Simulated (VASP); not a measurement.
Wanted: the native input for a VASP 6.6.1 run.

```
Task                   : relaxation of cell and atoms
Functional             : PBE
Potentials or basis    : VASP PAW PBE potentials, release 64 (Sb, Se)
Cutoff                 : 600 eV
k mesh                 : 6 × 6 × 8
Occupations            : gaussian, width 0.1 eV
Spin                   : no spin polarisation
Dipole correction      : no
Further INCAR settings : ALGO = Fast; EDIFF = 1e-06; IBRION = 2; EDIFFG = -0.01; NSW = 100; ISIF = 3
```

The structure of Sb3Se lies in POSCAR:

```
Sb3Se
1.0
    6.6480972092      0.0000000000      0.0000000000
   -3.3240486046      5.7574210700      0.0000000000
    0.0000000000      0.0000000000      5.4027523640
Sb Se
6 2
Direct
    0.3214143941      0.1607071971      0.7500000000
    0.8392928029      0.1607071971      0.7500000000
    0.8392928029      0.6785856059      0.7500000000
    0.6785856059      0.8392928029      0.2500000000
    0.1607071971      0.8392928029      0.2500000000
    0.1607071971      0.3214143941      0.2500000000
    0.6666666667      0.3333333333      0.2500000000
    0.3333333333      0.6666666667      0.7500000000
```

The cell was generated, and may not be a known phase.

One way to write it, as run:

INCAR

```
SYSTEM = Sb3Se
PREC = Accurate
ENCUT = 600
EDIFF = 1E-6
ISMEAR = 0
SIGMA = 0.1
LREAL = .FALSE.
LASPH = .TRUE.
NELM = 60
ALGO = Fast
ISIF = 3
LWAVE = .FALSE.
LCHARG = .FALSE.
GGA = PE
IBRION = 2
NSW = 100
EDIFFG = -0.01
```

KPOINTS

```
regular mesh
0
G
  6 6 8
  0 0 0
```

Potentials or basis: VASP PAW PBE potentials, release 64 (Sb, Se).

The run is started by

```console
$ cat potpaw_PBE.64/Sb/POTCAR potpaw_PBE.64/Se/POTCAR > POTCAR
$ mpirun -np 1 vasp_std > vasp.out
```

Results of the run:

* Relaxed volume: 26.66 Å³/atom
* Relaxed cell: a = 6.736 Å, b = 6.736 Å, c = 5.428 Å, α = 90.00°, β = 90.00°, γ = 120.00°
* Space group after relaxing (to 0.1 Å): P6_3/mmc (No. 194)
* Energy gained by relaxing: 5.6 meV/atom
* Ionic steps: 12
* Pressure after relaxing: 0.0 GPa
* Largest force after relaxing: 0.009 eV/Å
* Band gap on the k mesh: zero (bands 21 and 22 overlap by 1.67 eV)

Caveat: spin-orbit coupling is left out, which moves the levels of the heavy elements.

Wall time 34 min on 1 thread of AMD EPYC 9755 128-Core Processor (shared host), peak memory 0.48 GiB.
